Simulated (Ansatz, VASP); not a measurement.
Two plane-wave programs on BeS

INCAR

```
ALGO = Normal
EDIFF = 1E-7
ENCUT = 520
GGA = PS
ISIF = 2
ISMEAR = 0
LASPH = T
LCHARG = F
LREAL = F
LWAVE = F
NBANDS = 11
NELM = 100
PREC = Accurate
SIGMA = 0.01
```

The input KPOINTS:

```
k-points
0
Gamma
  6 6 6
```

Contents of POSCAR:

```
BeS
1.0
    0.0000000000      2.3172971969      2.3172971969
    2.3172971969      0.0000000000      2.3172971969
    2.3172971969      2.3172971969      0.0000000000
Be S
1 1
Direct
    0.0000000000      0.0000000000      0.0000000000
    0.5000000000      0.5000000000      0.5000000000
```

Input for Ansatz:

```yaml
crystal:
  lattice:
    - [0.0, 2.3172971969, 2.3172971969]
    - [2.3172971969, 0.0, 2.3172971969]
    - [2.3172971969, 2.3172971969, 0.0]
  atoms:
    - { symbol: Be, position: [0.0, 0.0, 0.0] }
    - { symbol: S, position: [0.5, 0.5, 0.5] }
kpoints:
  mp_grid: { grid: [6, 6, 6] }
hamiltonian:
  xc: pbesol
scf:
  occupations: { method: fixed }
  n_extra_bands: 4
output:
  forces: true
  stress: true
  eigenvalues: true
  write_density: true
  write_potential: true
  elf: true
  volumetric_format: npy
```

Alike in both runs: task single point; functional PBEsol; k mesh 6 × 6 × 6; no spin polarisation.

|  | VASP | Ansatz |
| --- | --- | --- |
| version | VASP 6.6.1 | Ansatz 0.2.0 |
| potentials or method | VASP PAW PBE potentials, release 64 (Be, S) | plane waves, PAW |
| plane-wave cutoff (eV) | 520 | 420 |
| occupations | gaussian, width 0.01 eV | fixed |
| valence electrons in the cell | 8 | 8 |

```csv
,VASP,Ansatz,Ansatz less VASP
gap on the k mesh at the Fermi level (eV),0.96,0.94,-0.017
pressure (GPa),-2.8,-2.9,-0.10
```

VASP's potentials were made for PBE, not for PBEsol.
